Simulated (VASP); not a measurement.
Write the native input for VASP 6.6.1 that does the following.

```
Task                   : single point
Functional             : r2SCAN
Potentials or basis    : VASP PAW PBE potentials, release 64 (Zn, S)
Cutoff                 : 520 eV
k mesh                 : 9 × 9 × 9
Occupations            : fermi-dirac, width 0.05 eV
Spin                   : no spin polarisation
Dipole correction      : no
Further INCAR settings : ALGO = Normal; EDIFF = 1e-06; NBANDS = 16
```

Crystal: ZnS.

```xyz
2
Lattice="0.0000 2.6468 2.6468 2.6468 0.0000 2.6468 2.6468 2.6468 0.0000" Properties=species:S:1:pos:R:3 pbc="T T T"
Zn    3.9703    3.9703    3.9703
S     0.0000    0.0000    0.0000
```

These files were run (other wordings do the same):

POSCAR

```
ZnS
1.0
    0.0000000000      2.6468416657      2.6468416657
    2.6468416657      0.0000000000      2.6468416657
    2.6468416657      2.6468416657      0.0000000000
Zn S
1 1
Direct
    0.7500000000      0.7500000000      0.7500000000
    0.0000000000      0.0000000000      0.0000000000
```

INCAR.step1

```
SYSTEM = ZnS
ALGO = Normal
EDIFF = 1E-4
ENCUT = 520
GGA = PE
ISMEAR = -1
LASPH = .True.
LCHARG = .False.
LREAL = .False.
LWAVE = .True.
NBANDS = 16
NELM = 60
PREC = Accurate
SIGMA = 0.05
```

INCAR.step2

```
SYSTEM = ZnS
ALGO = Normal
EDIFF = 1E-6
ENCUT = 520
ISIF = 2
ISMEAR = -1
ISTART = 1
LASPH = .True.
LCHARG = .True.
LELF = .True.
LMIXTAU = .True.
LREAL = .False.
LVHAR = .True.
LWAVE = .False.
METAGGA = R2SCAN
NBANDS = 16
NELM = 60
PREC = Accurate
SIGMA = 0.05
```

KPOINTS

```
k-points
0
Gamma
  9 9 9
  0 0 0
```

Potentials or basis: VASP PAW PBE potentials, release 64 (Zn, S).

The run is started by

```bash
$ cat potpaw_PBE.64/Zn/POTCAR potpaw_PBE.64/S/POTCAR > POTCAR
$ cp INCAR.step1 INCAR
$ mpirun -np 1 vasp_std > vasp.out
$ cp INCAR.step2 INCAR
$ mpirun -np 1 vasp_std > vasp.out
```

Results of the run:

```json
{
 "Pressure": "4.7 GPa",
 "Band gap on the k mesh": "2.97 eV, direct"
}
```

Caveat: the PAW data sets were made with another functional, which shifts forces and pressure a little.

It took 2.4 min on 1 thread of Intel Xeon 8259CL, on a shared host, peak memory 0.17 GiB.
